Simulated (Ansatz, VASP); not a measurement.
**Na in VASP and in Ansatz**

```
Na
1.0
    -2.12453    2.12453    2.12453
     2.12453   -2.12453    2.12453
     2.12453    2.12453   -2.12453
Na
1
Direct
  0.00000 0.00000 0.00000
```

Change from the starting cell: volume scaled by 1.01, crystal datasets.

Alike in both runs: task electric field gradients; functional PBEsol; k mesh 11 × 11 × 11; occupations fermi-dirac, width 0.03 eV; no spin polarisation.

```csv
,VASP,Ansatz
version,VASP 6.6.1,Ansatz 0.2.0
potentials or method,"VASP PAW PBE potentials, release 64 (Na_pv), cutoff 520 eV","all-electron PAW with datasets made for the crystal, scalar-relativistic"
```

```tsv
	VASP	Ansatz	Ansatz less VASP
pressure (GPa)	-0.4	-0.4	0.00
```

VASP's potentials were made for PBE, not for PBEsol. Ansatz ran all-electron here, and VASP with PAW potentials.
